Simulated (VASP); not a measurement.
# Ca in VASP: single point with PBEsol

Aim: the single point of Ca with PBEsol.

Everything below comes from runs of VASP 6.6.1. Logs are shortened: lines on timing, memory, paths and dates and some standing lists are left out, and cuts for length are marked.

## 1. The cell of the first run

The cell holds a slab with vacuum, 8 atoms: a = 3.854 Å, b = 6.340 Å, c = 27.237 Å, α = 90.00°, β = 90.00°, γ = 90.00°.

## 2. Single point, PBEsol

INCAR reads:

```
PREC = Accurate ; ENCUT = 520
EDIFF = 1E-6 ; ISMEAR = 0
SIGMA = 0.1 ; LREAL = False
LASPH = True ; NELM = 100
ALGO = Normal ; ISIF = 2
LWAVE = False ; LCHARG = True
LDIPOL = True ; IDIPOL = 3
DIPOL = 0.5 0.5 0.500 ; GGA = PS
LELF = True ; LVHAR = True
LVACPOTAV = True ; NBANDS = 50
```

KPOINTS reads:

```
Automatic mesh
0
Gamma
  9 6 1
```

POSCAR reads:

```
Ca
1.0
    3.8536567445      0.0000000000      0.0000000000
    0.0000000000      6.3401854572      0.0000000000
    0.0000000000      0.0000000000     27.2370036734
Ca
8
Direct
    0.0000000000      0.2500000000      0.2819050531
    0.0000000000      0.7500000000      0.3568640377
    0.5000000000      0.2500000000      0.3992450446
    0.5000000000      0.7500000000      0.4789814265
    0.0000000000      0.2500000000      0.5210184406
    0.0000000000      0.7500000000      0.6007550296
    0.5000000000      0.2500000000      0.6431359762
    0.5000000000      0.7500000000      0.7180949916
```

Potentials or basis: VASP PAW PBE potentials, release 64 (Ca_sv).

Launch:

```bash
$ cat potpaw_PBE.64/Ca_sv/POTCAR > POTCAR
$ mpirun -np 1 vasp_std > vasp.out
```

OUTCAR:

```text
PREC = Accurate
   ENCUT = 520
   EDIFF = 1E-6
   ISMEAR = 0
   LREAL = False
   LASPH = True
   NELM = 100
   ISIF = 2
   GGA = PS

 ion  position               nearest neighbor table
   1  0.000  0.250  0.282-
   2  0.000  0.750  0.357-
   3  0.500  0.250  0.399-
   4  0.500  0.750  0.479-
   5  0.000  0.250  0.521-
   6  0.000  0.750  0.601-
   7  0.500  0.250  0.643-
   8  0.500  0.750  0.718-

  LATTYP: Found a simple orthorhombic cell.
 ALAT       =     3.8536567445
 B/A-ratio  =     1.6452387635
 C/A-ratio  =     7.0678333539

  Lattice vectors:

 A1 = (   3.8536567445,   0.0000000000,   0.0000000000)
 A2 = (   0.0000000000,   6.3401854572,   0.0000000000)
 A3 = (   0.0000000000,   0.0000000000,  27.2370036734)

Analysis of symmetry for initial positions (statically):
=====================================================================
 Subroutine PRICEL returns:
 Original cell was already a primitive cell.

 Routine SETGRP: Setting up the symmetry group for a
 simple orthorhombic supercell.

 Subroutine GETGRP returns: Found  8 space group operations
 (whereof  2 operations were pure point group operations)
 out of a pool of  8 trial point group operations.

The static configuration has the point symmetry C_1h.
 The point group associated with its full space group is D_2h.

Analysis of symmetry for dynamics (positions and initial velocities):
=====================================================================
 Subroutine PRICEL returns:
 Original cell was already a primitive cell.

 Routine SETGRP: Setting up the symmetry group for a
 simple orthorhombic supercell.

 Subroutine GETGRP returns: Found  8 space group operations
 (whereof  2 operations were pure point group operations)
 out of a pool of  8 trial point group operations.

The dynamic configuration has the point symmetry C_1h.
 The point group associated with its full space group is D_2h.

 Subroutine INISYM returns: Found  8 space group operations
 (whereof  2 operations are pure point group operations),
 and found     1 'primitive' translations

----------------------------------------------------------------------------------------

                                     Primitive cell

  volume of cell :     665.4789

  direct lattice vectors                    reciprocal lattice vectors
     3.853656744  0.000000000  0.000000000     0.259493792  0.000000000  0.000000000
     0.000000000  6.340185457  0.000000000     0.000000000  0.157724093  0.000000000
     0.000000000  0.000000000 27.237003673     0.000000000  0.000000000  0.036714758

  length of vectors
     3.853656744  6.340185457 27.237003673     0.259493792  0.157724093  0.036714758

  position of ions in fractional coordinates (direct lattice)
     0.000000000  0.250000000  0.281905053
     0.000000000  0.750000000  0.356864038
     0.500000000  0.250000000  0.399245045
     0.500000000  0.750000000  0.478981426
     0.000000000  0.250000000  0.521018441
     0.000000000  0.750000000  0.600755030
     0.500000000  0.250000000  0.643135976
     0.500000000  0.750000000  0.718094992

  ion indices of the primitive-cell ions
   primitive index   ion index
                 1           1
                 2           2
                 3           3
                 4           4
                 5           5
                 6           6
                 7           7
                 8           8

----------------------------------------------------------------------------------------

 KPOINTS: Automatic mesh

Automatic generation of k-mesh.
 Grid dimensions read from file:
 generate k-points for:    9    6    1

 Generating k-lattice:

  Cartesian coordinates                     Fractional coordinates (reciprocal lattice)
     0.028832644  0.000000000  0.000000000     0.111111111  0.000000000  0.000000000
     0.000000000  0.026287349  0.000000000     0.000000000  0.166666667  0.000000000
     0.000000000  0.000000000  0.036714758     0.000000000  0.000000000  1.000000000

  Length of vectors
     0.028832644  0.026287349  0.036714758

  Shift w.r.t. Gamma in fractional coordinates (k-lattice)
     0.000000000  0.000000000  0.000000000

 Subroutine IBZKPT returns following result:
 ===========================================

 Found     20 irreducible k-points:

 Following reciprocal coordinates:
            Coordinates               Weight
  0.000000  0.000000  0.000000      1.000000
  0.111111  0.000000  0.000000      2.000000
  0.222222  0.000000  0.000000      2.000000
  0.333333  0.000000  0.000000      2.000000
  0.444444  0.000000  0.000000      2.000000
  0.000000  0.166667  0.000000      2.000000
[... 12 lines left out ...]
  0.333333  0.500000  0.000000      2.000000
  0.444444  0.500000  0.000000      2.000000
   k-points           NKPTS =     20   k-points in BZ     NKDIM =     20   number of bands    NBANDS=     50
   number of dos      NEDOS =    301   number of ions     NIONS =      8
   total plane-waves  NPLWV = 302400
   dimension x,y,z NGX =    30 NGY =   48 NGZ =  210
   dimension x,y,z NGXF=    60 NGYF=   96 NGZF=  420
   ions per type =               8
   NGX,Y,Z   is equivalent  to a cutoff of  12.94, 12.59, 12.82 a.u.
   NGXF,Y,Z  is equivalent  to a cutoff of  25.88, 25.17, 25.64 a.u.
 SYSTEM =  unknown system
   PREC   = accura    normal or accurate (medium, high low for compatibility)
   ISTART =      0    job   : 0-new  1-cont  2-samecut
   ICHARG =      2    charge: 1-file 2-atom 10-const
   ISPIN  =      1    spin polarized calculation?
   LNONCOLLINEAR =      F non collinear calculations
   LSORBIT =      F    spin-orbit coupling
   LASPH  =      T    aspherical Exc in radial PAW
   ENCUT  =  520.0 eV  38.22 Ry    6.18 a.u.   7.17 11.79 50.64*2*pi/ulx,y,z
   NELM   =    100;   NELMIN=  2; NELMDL= -5     # of ELM steps
   EDIFF  = 0.1E-05   stopping-criterion for ELM
   LREAL  =      F    real-space projection
   EDIFFG = 0.1E-04   stopping-criterion for IOM
   NSW    =      0    number of steps for IOM
   IBRION =     -1    ionic relax: 0-MD 1-quasi-New 2-CG
   NFREE  =      0    steps in history (QN), initial steepest desc. (CG)
   ISIF   =      2    stress and relaxation
   ISYM   =      2    0-nonsym 1-usesym 2-fastsym
   POTIM  = 0.5000    time-step for ionic-motion
   TEBEG  =    0.0;   TEEND  =   0.0 temperature during run
   PSTRESS=    0.0 pullay stress
   NELECT =      80.0000    total number of electrons
   NUPDOWN=      -1.0000    fix difference up-down
   EMIN   =  10.00;   EMAX   =-10.00  energy-range for DOS
   EFERMI =   0.00;   METHOD = LEGACY
   ISMEAR =     0;   SIGMA  =   0.10  broadening in eV -4-tet -1-fermi 0-gaus
   EFERMI_NEDOS =   21; number of points for ismear=-14 and -15
   IALGO  =     38    algorithm
   IMIX   =      4    mixing-type and parameters
     AMIX     =   0.40;   BMIX     =  1.00
     AMIX_MAG =   1.60;   BMIX_MAG =  1.00
  volume/ion in A,a.u.               =      83.18       561.36
  Fermi-wavevector in a.u.,A,eV,Ry     =   0.807967  1.526835  8.882019  0.652810
  Thomas-Fermi vector in A             =   1.916684
   LORBIT       =      0    0 simple, 1 ext, 2 COOP (PROOUT), +10 PAW based schemes
   GGA     = PS    functional components
   LHFCALC =     F    Hartree Fock is set to
   AEXX    =    0.0000 exact exchange contribution
   IVDW    =     0    specifies the selected vdW correction
   LEPSILON=     F    determine dielectric tensor
   LRPA    =     F    only Hartree local field effects (RPA)
 non-spin polarized calculation
 Gauss-broadening in eV      SIGMA  =   0.10
  energy-cutoff  :      520.00
  volume of cell :      665.48
 maximum number of plane-waves:     17951
 NGX is ok and might be reduce to    30
   NGX = 15   NGY = 23   NGZ =101

 dipolmoment           0.000000      0.000000     -0.000000 electrons x Angstroem

 number of electron      80.0000003 magnetization

 dipolmoment           0.000000      0.000000      0.000037 electrons x Angstroem

 Free energy of the ion-electron system (eV)
  ---------------------------------------------------
  ext. energy  EPLUGINS =         0.00000000
  ---------------------------------------------------
  free energy    TOTEN  =       -15.05700536 eV

  energy without entropy =      -15.00192283  energy(sigma->0) =      -15.02946410

 E-fermi :  -0.2269     XC(G=0):  -4.5936

 val. band max:       -0.2315213797   @ k =   0.4444   0.3333   0.0000
 cond. band min:      -0.2148792639   @ k =   0.2222   0.0000   0.0000
 fundamental gap:      0.0166421158
 Fermi energy:        -0.2269390938

 k-point     1 :       0.0000    0.0000    0.0000
  band No.  band energies     occupation
      1     -42.8903      2.00000
      2     -42.8900      2.00000
      3     -42.2613      2.00000
      4     -42.2610      2.00000
      5     -42.0098      2.00000
      6     -41.9994      2.00000
[... 42 lines left out ...]
     49       0.7698      0.00000
     50       1.2203      0.00000

 k-point     2 :       0.1111    0.0000    0.0000
  band No.  band energies     occupation
      1     -42.8896      2.00000
      2     -42.8894      2.00000
      3     -42.2606      2.00000
      4     -42.2603      2.00000
      5     -42.0088      2.00000
      6     -41.9990      2.00000
[... 42 lines left out ...]
     49       0.7801      0.00000
     50       1.2023      0.00000

 k-point     3 :       0.2222    0.0000    0.0000
  band No.  band energies     occupation
      1     -42.8881      2.00000
      2     -42.8878      2.00000
      3     -42.2589      2.00000
      4     -42.2587      2.00000
      5     -42.0062      2.00000
      6     -41.9982      2.00000
[... 890 lines left out ...]
     49       0.6817      0.00000
     50       0.6817      0.00000

 k-point    20 :       0.4444    0.5000    0.0000
  band No.  band energies     occupation
      1     -42.8850      2.00000
      2     -42.8848      2.00000
      3     -42.2558      2.00000
      4     -42.2556      2.00000
      5     -41.9991      2.00000
      6     -41.9990      2.00000
[... 42 lines left out ...]
     49       0.7523      0.00000
     50       0.7524      0.00000

------------------------ aborting loop because EDIFF is reached ----------------------------------------

  FORCE on cell =-STRESS in cart. coord.  units (eV):
  Direction    XX          YY          ZZ          XY          YZ          ZX
  --------------------------------------------------------------------------------------
  -------------------------------------------------------------------------------------
  Total       -0.6310928     -0.3549250      0.0314284      0.0000000      0.0000000      0.0000000
  in kB       -1.5193907     -0.8545017      0.0756656      0.0000000      0.0000000      0.0000000
  external PRESSURE =      -0.7660756 kB  Pullay stress =       0.0000000 kB

 VOLUME and BASIS-vectors are now :
 -----------------------------------------------------------------------------
  energy-cutoff  :      520.00
  volume of cell :      665.48
      direct lattice vectors                 reciprocal lattice vectors
     3.853656744  0.000000000  0.000000000     0.259493792  0.000000000  0.000000000
     0.000000000  6.340185457  0.000000000     0.000000000  0.157724093  0.000000000
     0.000000000  0.000000000 27.237003673     0.000000000  0.000000000  0.036714758

 POSITION                                       TOTAL-FORCE (eV/Angst)
 -----------------------------------------------------------------------------------
      0.00000      1.58505      7.67825         0.000000     -0.000000     -0.003885
      0.00000      4.75514      9.71991         0.000000     -0.000000     -0.004879
      1.92683      1.58505     10.87424         0.000000     -0.000000     -0.003306
      1.92683      4.75514     13.04602        -0.000000     -0.000000      0.001040
      0.00000      1.58505     14.19098        -0.000000      0.000000     -0.001040
      0.00000      4.75514     16.36277         0.000000     -0.000000      0.003306
      1.92683      1.58505     17.51710         0.000000      0.000000      0.004879
      1.92683      4.75514     19.55876         0.000000      0.000000      0.003885
 -----------------------------------------------------------------------------------
    total drift:                                0.000000      0.000000      0.006164

  FREE ENERGIE OF THE ION-ELECTRON SYSTEM (eV)
  ---------------------------------------------------
  free  energy   TOTEN  =       -15.0570053614 eV

  energy  without entropy=      -15.0019228327  energy(sigma->0) =      -15.02946410

 vacuum level on the upper side and lower side of the slab         2.381         2.380
```

It took 32 min on 1 thread of Intel Xeon 6975P-C (Granite Rapids), shared host; peak memory 0.88 GiB.

Results:

```
Free energy            : -15.0570 eV
Largest force          : 0.005 eV/Å
Band gap on the k mesh : zero (bands 40 and 41 overlap by 0.21 eV)
```

Forces in eV/Å, atoms in the order of the input:
```
Ca   0.000  0.000 -0.004
Ca   0.000  0.000 -0.005
Ca   0.000  0.000 -0.003
Ca   0.000  0.000  0.001
Ca   0.000  0.000 -0.001
Ca   0.000  0.000  0.003
Ca   0.000  0.000  0.005
Ca   0.000  0.000  0.004
```

Caveat: the PAW data sets were made with another functional, which shifts forces and pressure a little.
